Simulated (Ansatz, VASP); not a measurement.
Mg3Sn2N2: VASP beside Ansatz

```xyz
7
Lattice="5.2594 0.0000 0.0000 -2.6297 4.5548 0.0000 0.0000 0.0000 5.1524" Properties=species:S:1:pos:R:3 pbc="T T T"
Mg    2.6297    0.0000    2.5762
Mg   -1.3148    2.2774    2.5762
Mg    1.3148    2.2774    2.5762
Sn    0.0000    3.0365   -0.0024
Sn    2.6297    1.5183    5.1547
N     0.0000    0.0000    2.5762
N     0.0000    0.0000    0.0000
```

Alike in both runs: functional PBE; k mesh 4 × 4 × 3; occupations gaussian, width 0.2 eV; no spin polarisation.

Ansatz relaxed the structure, and its values are those at the end. VASP's run is a single point on that final structure, the one shown.

|  | VASP | Ansatz |
| --- | --- | --- |
| version | VASP 6.6.1 | Ansatz 0.2.0 |
| potentials or method | VASP PAW PBE potentials, release 64 (Mg, Sn_d, N), cutoff 520 eV | scalar-relativistic, plane waves, PAW |
| valence electrons in the cell | 44 | 68 |

|  | VASP | Ansatz | Ansatz less VASP |
| --- | --- | --- | --- |
| gap on the k mesh at the Fermi level (eV) | none | none | - |
| pressure (GPa) | -0.2 | -0.1 | +0.13 |
| rms of the force components (eV/Å) | 0.006 | 0.006 | 0.0000 |

A gap of «none» marks a metal or a gap that the smearing closes. VASP's potentials hold 44 valence electrons a cell and Ansatz's 68, so a difference there can come from the potentials and not from the codes.

The k mesh is coarse, so the values compare programs but aren't converged.
